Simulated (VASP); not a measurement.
A run of VASP 6.6.1 is set up as follows.

The input INCAR:

```
PREC     = Accurate       # precision mode
ENCUT    = 600            # plane-wave cutoff, eV
EDIFF    = 1E-6           # SCF threshold, eV
ISMEAR   = -1             # smearing method
SIGMA    = 0.08           # smearing width, eV
LREAL    = False          # projectors in reciprocal space
LASPH    = True           # aspherical terms in the spheres
NELM     = 100            # most SCF steps
ALGO     = Normal         # electronic algorithm
ISIF     = 3              # what is computed and relaxed
LWAVE    = False          # write WAVECAR
LCHARG   = False          # write CHGCAR
GGA      = PE             # functional
IBRION   = 2              # ionic algorithm
NSW      = 60             # ionic steps
EDIFFG   = -0.005         # ionic threshold
```

The input KPOINTS:

```
Automatic mesh
0
Gamma
  15 15 15
```

Contents of POSCAR:

```
BP
1.0
    0.0000000000      2.2260631449      2.2260631449
    2.2260631449      0.0000000000      2.2260631449
    2.2260631449      2.2260631449      0.0000000000
B P
1 1
Direct
    0.0000000000      0.0000000000      0.0000000000
    0.2500000000      0.2500000000      0.2500000000
```

Potentials or basis: VASP PAW PBE potentials, release 64 (B, P).

The run is started by

```bash
$ cat potpaw_PBE.64/B/POTCAR potpaw_PBE.64/P/POTCAR > POTCAR
$ mpirun -np 1 vasp_std > vasp.out
```

Question: Estimate the relaxed cell.

Answer: a = 3.215 Å, b = 3.215 Å, c = 3.215 Å, α = 60.00°, β = 60.00°, γ = 60.00°.

Question: What does it give for the relaxed volume?

Answer: 11.75 Å³/atom.

Question: What does it give for the band gap on the k mesh?

Answer: 1.25 eV (least direct gap 3.39 eV).

Question: Predict the space group after relaxing (to 0.1 Å).

Answer: F-43m (No. 216).

Step by step:
| step | energy change (eV) | largest force (eV/Å) | pressure (GPa) | volume (Å³) |
| --- | --- | --- | --- | --- |
| 1 | 0.0000 | 0.0000 | 11.45 | 22.06 |
| 2 | -0.0206 | 0.0000 | -7.26 | 24.68 |
| 3 | -0.0485 | 0.0000 | -0.04 | 23.50 |

Caveat: an odd mesh through Γ misses points on the zone boundary, where band edges can lie.
